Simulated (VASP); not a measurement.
Li4Nb4O11 (a cell with a defect), 19 atoms in the cell. The cell holds a defect, 19 atoms: a = 5.223 Å, b = 5.499 Å, c = 7.584 Å, α = 94.07°, β = 90.00°, γ = 90.00°.  This cell differs from its parent crystal: atom 18 moved 0.875 of the way to it and +0.525 Å across, host rigid.

- Program: VASP 6.6.1
- Task: single point
- Functional: PBE
- Potentials or basis: VASP PAW PBE potentials, release 64 (Li_sv, Nb_sv, O)
- Cutoff: 520 eV
- k mesh: 4 × 4 × 4
- Occupations: gaussian, width 0.05 eV
- Spin: no spin polarisation
- Dipole correction: no
- Charge: 2
- Further INCAR settings: LREAL = Auto; ALGO = Normal; EDIFF = 1e-06; NBANDS = 80; NELECT = 128.0

Potentials or basis: VASP PAW PBE potentials, release 64 (Li_sv, Nb_sv, O).

Launch:

```sh
$ cat potpaw_PBE.64/Li_sv/POTCAR potpaw_PBE.64/Nb_sv/POTCAR potpaw_PBE.64/O/POTCAR > POTCAR
$ mpirun -np 1 vasp_std > vasp.out
```

Hardware: 1 thread of Intel(R) Xeon(R) Platinum 8259CL CPU @ 2.50GHz (Skylake/Cascade Lake) (shared host).

Problem. Estimate the wall time of this run.

Solution. Wall time 19 min on 1 thread of Intel(R) Xeon(R) Platinum 8259CL CPU @ 2.50GHz (Skylake/Cascade Lake), with other jobs on the host, peak memory 0.52 GiB. Counts: scf iterations 17, k points 36.
